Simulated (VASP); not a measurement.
Here is a VASP 6.6.1 calculation.

INCAR

```
SYSTEM = SrCd
ALGO = Normal
EDIFF = 1E-6
ENCUT = 500
GGA_COMPAT = .FALSE.
ISIF = 2
ISMEAR = 0
LASPH = .TRUE.
LCHARG = .FALSE.
LREAL = .FALSE.
LWAVE = .FALSE.
NBANDS = 18
NELM = 120
PREC = Accurate
SIGMA = 0.15
```

The input KPOINTS:

```
k-points
0
G
  12 12 12
  0 0 0
```

The input POSCAR:

```
SrCd
1.0
    4.1531125000      0.0000000000      0.0000000000
    0.0000000000      3.8528875000      0.0000000000
    0.0000000000      0.0000000000      4.0030000000
Sr Cd
1 1
Direct
    0.5000000000      0.5000000000      0.5000000000
    0.0000000000      0.0000000000      0.0000000000
```

Potentials or basis: VASP PAW LDA potentials, release 64 (Sr_sv, Cd).

Run with:

```console
$ cat potpaw_LDA.64/Sr_sv/POTCAR potpaw_LDA.64/Cd/POTCAR > POTCAR
$ mpirun -np 1 vasp_std > vasp.out
```

(1) What does it give for the band gap on the k mesh?

(2) Estimate the pressure.

Answers

(1) zero (bands 11 and 12 overlap by 2.05 eV).

(2) -2.0 GPa.

Caveat: the cell differs from its parent crystal (strain +0.0375 x Voigt [1, -1, 0, 0, 0, 0]).
